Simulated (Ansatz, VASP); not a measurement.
**Two plane-wave programs on Pb**

```
Pb
1.0
     0.00000    2.45322    2.45322
     2.45322    0.00000    2.45322
     2.45322    2.45322    0.00000
Pb
1
Direct
  0.00000 0.00000 0.00000
```

Change from the starting cell: volume scaled by 0.98, PAW files.

Alike in both runs: task electric field gradients; functional PBE; k mesh 13 × 13 × 13; occupations fermi-dirac, width 0.08 eV; no spin polarisation.

|  | VASP | Ansatz |
| --- | --- | --- |
| version | VASP 6.6.1 | Ansatz 0.2.0 |
| potentials or method | VASP PAW PBE potentials, release 64 (Pb_d) | PAW with Ansatz's default frozen-core files, scalar-relativistic |
| plane-wave cutoff (eV) | 520 | 420 |
| valence electrons in the cell | 14 | 14 |

|  | VASP | Ansatz | Ansatz less VASP |
| --- | --- | --- | --- |
| pressure (GPa) | 3.8 | 3.9 | +0.07 |

The functional is the same, so the differences come from potentials, cutoffs and numerics.

Spin-orbit coupling is off throughout.
